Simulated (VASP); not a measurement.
A run of VASP 6.6.1:

File INCAR:

```
SYSTEM = MnSi
ALGO = Normal ; EDIFF = 1E-7
ENCUT = 520 ; GGA = PE
ISIF = 2 ; ISMEAR = -1
ISPIN = 2 ; LASPH = .True.
LCHARG = .False. ; LMAXMIX = 4
LORBIT = 11 ; LREAL = .False.
LWAVE = .False. ; MAGMOM = 4 0
NBANDS = 20 ; NELM = 150
PREC = Accurate ; SIGMA = 0.05
```

KPOINTS

```
k-points
0
Gamma
  9 9 9
  0 0 0
```

The input POSCAR:

```
MnSi
1.0
    3.0721807200      0.0000000000      0.0000000000
    0.0000000000      3.0721807200      0.0000000000
    0.0000000000      0.0000000000      3.0721807200
Mn Si
1 1
Direct
   -0.0073970000      0.0007490000      0.0077810000
    0.4827530000      0.4925360000      0.4983900000
```

Potentials or basis: VASP PAW PBE potentials, release 64 (Mn_pv, Si).

Launch:

```bash
$ cat potpaw_PBE.64/Mn_pv/POTCAR potpaw_PBE.64/Si/POTCAR > POTCAR
$ mpirun -np 1 vasp_std > vasp.out
```

Hardware: 1 thread of Intel Xeon 8259CL, with other jobs on the host.

Q: How long does it take, and how much memory?

A: It took 8.2 min on 1 thread of Intel Xeon 8259CL, on a shared host, peak memory 0.4 GiB. Counts: scf iterations 16, k points 365.
